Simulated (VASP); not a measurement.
# Ge7Au (Fm-3m) in VASP: single point with PBE

Aim: the single point of Ge7Au with PBE.

Program: VASP 6.6.1. These are calculated values, not measurements. Logs are shortened: lines on timing, memory, paths and dates and some standing lists are left out, and cuts for length are marked.

**1. The cell of the first run**

The structure is cubic, space group Fm-3m (No. 225). Conventional cell: a = 8.523 Å, b = 8.523 Å, c = 8.523 Å, α = 90.00°, β = 90.00°, γ = 90.00°. Within 4.0 Å of Ge (site symmetry m-3m) lie 12 Ge at 3.01 Å. Within 4.0 Å of Ge (site symmetry mmm) lie 10 Ge at 3.01 Å and 2 Au at 3.01 Å. Within 4.0 Å of Au (site symmetry m-3m) lie 12 Ge at 3.01 Å.

The cell was built from a structure type or drawn by symmetry, and may not be a known phase.

**2. Single point, PBE**

Input file INCAR:

```
SYSTEM = Ge7Au
ALGO = Fast
EDIFF = 1E-6
ENCUT = 520
GGA = PE
ISIF = 2
ISMEAR = 0
LASPH = .True.
LCHARG = .True.
LELF = .True.
LREAL = .False.
LVHAR = .True.
LWAVE = .False.
NBANDS = 64
NELM = 100
PREC = Accurate
SIGMA = 0.1
```

Input file KPOINTS:

```
k-points
0
Gamma
  8 8 8
  0 0 0
```

Input file POSCAR:

```
Ge7Au
1.0
    0.0000000000      4.2615707521      4.2615707521
    4.2615707521      0.0000000000      4.2615707521
    4.2615707521      4.2615707521      0.0000000000
Ge Au
7 1
Direct
    0.5000000000      0.5000000000      0.5000000000
    0.5000000000      0.0000000000      0.0000000000
    0.5000000000      0.0000000000      0.5000000000
    0.0000000000      0.5000000000      0.5000000000
    0.0000000000      0.5000000000      0.0000000000
    0.5000000000      0.5000000000      0.0000000000
    0.0000000000      0.0000000000      0.5000000000
    0.0000000000      0.0000000000      0.0000000000
```

Potentials or basis: VASP PAW PBE potentials, release 64 (Ge_d, Au).

The run is started by

```sh
cat potpaw_PBE.64/Ge_d/POTCAR potpaw_PBE.64/Au/POTCAR > POTCAR
mpirun -np 1 vasp_std > vasp.out
```

OUTCAR:

```text
SYSTEM = Ge7Au
   EDIFF = 1E-6
   ENCUT = 520
   GGA = PE
   ISIF = 2
   ISMEAR = 0
   LASPH = .True.
   LREAL = .False.
   NELM = 100
   PREC = Accurate

 ion  position               nearest neighbor table
   1  0.500  0.500  0.500-
   2  0.500  0.000  0.000-   8 3.01   8 3.01
   3  0.500  0.000  0.500-   8 3.01   8 3.01
   4  0.000  0.500  0.500-   8 3.01   8 3.01
   5  0.000  0.500  0.000-   8 3.01   8 3.01
   6  0.500  0.500  0.000-   8 3.01   8 3.01
   7  0.000  0.000  0.500-   8 3.01   8 3.01
   8  0.000  0.000  0.000-   2 3.01   5 3.01   7 3.01   3 3.01   4 3.01   7 3.01   4 3.01   5 3.01
                             6 3.01   2 3.01   3 3.01   6 3.01

  LATTYP: Found a face centered cubic cell.
 ALAT       =     8.5231415042

  Lattice vectors:

 A1 = (   0.0000000000,   4.2615707521,   4.2615707521)
 A2 = (   4.2615707521,   0.0000000000,   4.2615707521)
 A3 = (   4.2615707521,   4.2615707521,   0.0000000000)

Analysis of symmetry for initial positions (statically):
=====================================================================
 Subroutine PRICEL returns:
 Original cell was already a primitive cell.

 Routine SETGRP: Setting up the symmetry group for a
 face centered cubic supercell.

 Subroutine GETGRP returns: Found 48 space group operations
 (whereof 48 operations were pure point group operations)
 out of a pool of 48 trial point group operations.

The static configuration has the point symmetry O_h .

Analysis of symmetry for dynamics (positions and initial velocities):
=====================================================================
 Subroutine PRICEL returns:
 Original cell was already a primitive cell.

 Routine SETGRP: Setting up the symmetry group for a
 face centered cubic supercell.

 Subroutine GETGRP returns: Found 48 space group operations
 (whereof 48 operations were pure point group operations)
 out of a pool of 48 trial point group operations.

The dynamic configuration has the point symmetry O_h .

 Subroutine INISYM returns: Found 48 space group operations
 (whereof 48 operations are pure point group operations),
 and found     1 'primitive' translations

----------------------------------------------------------------------------------------

                                     Primitive cell

  volume of cell :     154.7886

  direct lattice vectors                    reciprocal lattice vectors
     0.000000000  4.261570752  4.261570752    -0.117327631  0.117327631  0.117327631
     4.261570752  0.000000000  4.261570752     0.117327631 -0.117327631  0.117327631
     4.261570752  4.261570752  0.000000000     0.117327631  0.117327631 -0.117327631

  length of vectors
     6.026771155  6.026771155  6.026771155     0.203217418  0.203217418  0.203217418

  position of ions in fractional coordinates (direct lattice)
     0.500000000  0.500000000  0.500000000
     0.500000000  0.000000000  0.000000000
     0.500000000  0.000000000  0.500000000
     0.000000000  0.500000000  0.500000000
     0.000000000  0.500000000  0.000000000
     0.500000000  0.500000000  0.000000000
     0.000000000  0.000000000  0.500000000
     0.000000000  0.000000000  0.000000000

  ion indices of the primitive-cell ions
   primitive index   ion index
                 1           1
                 2           2
                 3           3
                 4           4
                 5           5
                 6           6
                 7           7
                 8           8

----------------------------------------------------------------------------------------

 KPOINTS: k-points

Automatic generation of k-mesh.
 Grid dimensions read from file:
 generate k-points for:    8    8    8

 Generating k-lattice:

  Cartesian coordinates                     Fractional coordinates (reciprocal lattice)
    -0.014665954  0.014665954  0.014665954     0.125000000  0.000000000  0.000000000
     0.014665954 -0.014665954  0.014665954     0.000000000  0.125000000  0.000000000
     0.014665954  0.014665954 -0.014665954     0.000000000  0.000000000  0.125000000

  Length of vectors
     0.025402177  0.025402177  0.025402177

  Shift w.r.t. Gamma in fractional coordinates (k-lattice)
     0.000000000  0.000000000  0.000000000

 Subroutine IBZKPT returns following result:
 ===========================================

 Found     29 irreducible k-points:

 Following reciprocal coordinates:
            Coordinates               Weight
  0.000000  0.000000  0.000000      1.000000
  0.125000  0.000000  0.000000      8.000000
  0.250000  0.000000  0.000000      8.000000
  0.375000  0.000000  0.000000      8.000000
  0.500000  0.000000  0.000000      4.000000
  0.125000  0.125000  0.000000      6.000000
[... 16 lines left out ...]
  0.500000  0.250000  0.125000     48.000000
 -0.375000  0.250000  0.125000     24.000000
 [... further k-points ...]
   k-points           NKPTS =     29   k-points in BZ     NKDIM =     29   number of bands    NBANDS=     64
   number of dos      NEDOS =    301   number of ions     NIONS =      8
   total plane-waves  NPLWV = 110592
   dimension x,y,z NGX =    48 NGY =   48 NGZ =   48
   dimension x,y,z NGXF=    96 NGYF=   96 NGZF=   96
   ions per type =               7   1
   NGX,Y,Z   is equivalent  to a cutoff of  13.24, 13.24, 13.24 a.u.
   NGXF,Y,Z  is equivalent  to a cutoff of  26.48, 26.48, 26.48 a.u.
 SYSTEM =  Ge7Au
   PREC   = accura    normal or accurate (medium, high low for compatibility)
   ISTART =      0    job   : 0-new  1-cont  2-samecut
   ICHARG =      2    charge: 1-file 2-atom 10-const
   ISPIN  =      1    spin polarized calculation?
   LNONCOLLINEAR =      F non collinear calculations
   LSORBIT =      F    spin-orbit coupling
   LASPH  =      T    aspherical Exc in radial PAW
   ENCUT  =  520.0 eV  38.22 Ry    6.18 a.u.  11.21 11.21 11.21*2*pi/ulx,y,z
   NELM   =    100;   NELMIN=  2; NELMDL= -5     # of ELM steps
   EDIFF  = 0.1E-05   stopping-criterion for ELM
   LREAL  =      F    real-space projection
   EDIFFG = 0.1E-04   stopping-criterion for IOM
   NSW    =      0    number of steps for IOM
   IBRION =     -1    ionic relax: 0-MD 1-quasi-New 2-CG
   NFREE  =      0    steps in history (QN), initial steepest desc. (CG)
   ISIF   =      2    stress and relaxation
   ISYM   =      2    0-nonsym 1-usesym 2-fastsym
   POTIM  = 0.5000    time-step for ionic-motion
   TEBEG  =    0.0;   TEEND  =   0.0 temperature during run
   PSTRESS=    0.0 pullay stress
   NELECT =     109.0000    total number of electrons
   NUPDOWN=      -1.0000    fix difference up-down
   EMIN   =  10.00;   EMAX   =-10.00  energy-range for DOS
   EFERMI =   0.00;   METHOD = LEGACY
   ISMEAR =     0;   SIGMA  =   0.10  broadening in eV -4-tet -1-fermi 0-gaus
   EFERMI_NEDOS =   21; number of points for ismear=-14 and -15
   IALGO  =     68    algorithm
   IMIX   =      4    mixing-type and parameters
     AMIX     =   0.40;   BMIX     =  1.00
     AMIX_MAG =   1.60;   BMIX_MAG =  1.00
  volume/ion in A,a.u.               =      19.35       130.57
  Fermi-wavevector in a.u.,A,eV,Ry     =   1.456478  2.752345 28.862426  2.121328
  Thomas-Fermi vector in A             =   2.573392
   LORBIT       =      0    0 simple, 1 ext, 2 COOP (PROOUT), +10 PAW based schemes
   GGA     = PE    functional components
   LHFCALC =     F    Hartree Fock is set to
   AEXX    =    0.0000 exact exchange contribution
   IVDW    =     0    specifies the selected vdW correction
   LEPSILON=     F    determine dielectric tensor
   LRPA    =     F    only Hartree local field effects (RPA)
 non-spin polarized calculation
 RMM-DIIS sequential band-by-band and
 Gauss-broadening in eV      SIGMA  =   0.10
  energy-cutoff  :      520.00
  volume of cell :      154.79
 maximum number of plane-waves:      4279
 NGX is ok and might be reduce to    48
   NGX = 23   NGY = 23   NGZ = 23

 number of electron     109.0000076 magnetization

 Free energy of the ion-electron system (eV)
  ---------------------------------------------------
  ext. energy  EPLUGINS =         0.00000000
  ---------------------------------------------------
  free energy    TOTEN  =       -32.57928761 eV

  energy without entropy =      -32.56049425  energy(sigma->0) =      -32.56989093

 E-fermi :   6.7510     XC(G=0): -11.2708

 val. band max:        6.6944070200   @ k =   0.3750   0.2500   0.0000
 cond. band min:       6.7546980243   @ k =   0.3750   0.1250   0.0000
 fundamental gap:      0.0602910043
 Fermi energy:         6.7509905287

 k-point     1 :       0.0000    0.0000    0.0000
  band No.  band energies     occupation
      1     -18.0625      2.00000
      2     -18.0625      2.00000
      3     -18.0625      2.00000
      4     -18.0443      2.00000
      5     -18.0296      2.00000
      6     -18.0264      2.00000
[... 56 lines left out ...]
     63      13.4878      0.00000
     64      13.5200      0.00000

 k-point     2 :       0.1250    0.0000    0.0000
  band No.  band energies     occupation
      1     -18.0603      2.00000
      2     -18.0595      2.00000
      3     -18.0595      2.00000
      4     -18.0420      2.00000
      5     -18.0282      2.00000
      6     -18.0258      2.00000
[... 56 lines left out ...]
     63      12.7789      0.00000
     64      13.1789      0.00000

 k-point     3 :       0.2500    0.0000    0.0000
  band No.  band energies     occupation
      1     -18.0548      2.00000
      2     -18.0518      2.00000
      3     -18.0518      2.00000
      4     -18.0350      2.00000
      5     -18.0292      2.00000
      6     -18.0267      2.00000
[... 1396 lines left out ...]
     63      10.6431      0.00000
     64      10.7081      0.00000

 k-point    24 :      -0.3750    0.2500    0.1250
  band No.  band energies     occupation
      1     -18.0404      2.00000
      2     -18.0358      2.00000
      3     -18.0311      2.00000
      4     -18.0307      2.00000
      5     -18.0250      2.00000
      6     -18.0237      2.00000
[... 56 lines left out ...]
     63      10.4031      0.00000
     64      10.5767      0.00000

 [... further k-points ...]

------------------------ aborting loop because EDIFF is reached ----------------------------------------

  FORCE on cell =-STRESS in cart. coord.  units (eV):
  Direction    XX          YY          ZZ          XY          YZ          ZX
  --------------------------------------------------------------------------------------
  -------------------------------------------------------------------------------------
  Total       -0.0027339     -0.0027339     -0.0027339      0.0000000     -0.0000000      0.0000000
  in kB       -0.0282979     -0.0282979     -0.0282979      0.0000000     -0.0000000      0.0000000
  external PRESSURE =      -0.0282979 kB  Pullay stress =       0.0000000 kB

 VOLUME and BASIS-vectors are now :
 -----------------------------------------------------------------------------
  energy-cutoff  :      520.00
  volume of cell :      154.79
      direct lattice vectors                 reciprocal lattice vectors
     0.000000000  4.261570752  4.261570752    -0.117327631  0.117327631  0.117327631
     4.261570752  0.000000000  4.261570752     0.117327631 -0.117327631  0.117327631
     4.261570752  4.261570752  0.000000000     0.117327631  0.117327631 -0.117327631

 POSITION                                       TOTAL-FORCE (eV/Angst)
 -----------------------------------------------------------------------------------
      4.26157      4.26157      4.26157        -0.000000      0.000000     -0.000000
      0.00000      2.13079      2.13079         0.000000     -0.000000      0.000000
      2.13079      4.26157      2.13079        -0.000000      0.000000     -0.000000
      4.26157      2.13079      2.13079        -0.000000      0.000000     -0.000000
      2.13079      0.00000      2.13079         0.000000     -0.000000      0.000000
      2.13079      2.13079      4.26157        -0.000000      0.000000      0.000000
      2.13079      2.13079      0.00000         0.000000     -0.000000      0.000000
      0.00000      0.00000      0.00000        -0.000000     -0.000000      0.000000
 -----------------------------------------------------------------------------------
    total drift:                                0.000000      0.000000      0.000000

  FREE ENERGIE OF THE ION-ELECTRON SYSTEM (eV)
  ---------------------------------------------------
  free  energy   TOTEN  =       -32.5792876066 eV

  energy  without entropy=      -32.5604942499  energy(sigma->0) =      -32.56989093
```

Run time: 6.4 min. Hardware: 1 thread of Intel Xeon Platinum 8488C (Sapphire Rapids), shared host; peak memory 0.45 GiB.

Results:

* Free energy: -32.5793 eV
* Pressure: 0.0 GPa
* Band gap on the k mesh: zero (an odd number of electrons rules out a gap without spin polarisation)

Levels at points of the mesh, in eV from the Fermi level:
| k point | band 51 | band 52 | band 53 | band 54 | band 55 | band 56 | band 57 | band 58 | band 59 | band 60 |
| --- | --- | --- | --- | --- | --- | --- | --- | --- | --- | --- |
| (0.00, 0.00, 0.00) | -3.62 | -3.62 | -3.42 | -3.42 | -1.66 | 2.58 | 2.58 | 2.58 | 3.47 | 3.47 |
| (0.50, 0.00, 0.00) | -2.16 | -2.00 | -2.00 | -1.53 | 1.15 | 1.22 | 1.22 | 1.30 | 2.02 | 2.02 |
| (0.50, 0.50, 0.00) | -1.52 | -1.52 | -0.66 | -0.17 | 0.04 | 0.14 | 0.14 | 0.91 | 1.16 | 1.16 |

Caveat: spin-orbit coupling is left out, which moves the levels of the heavy elements.
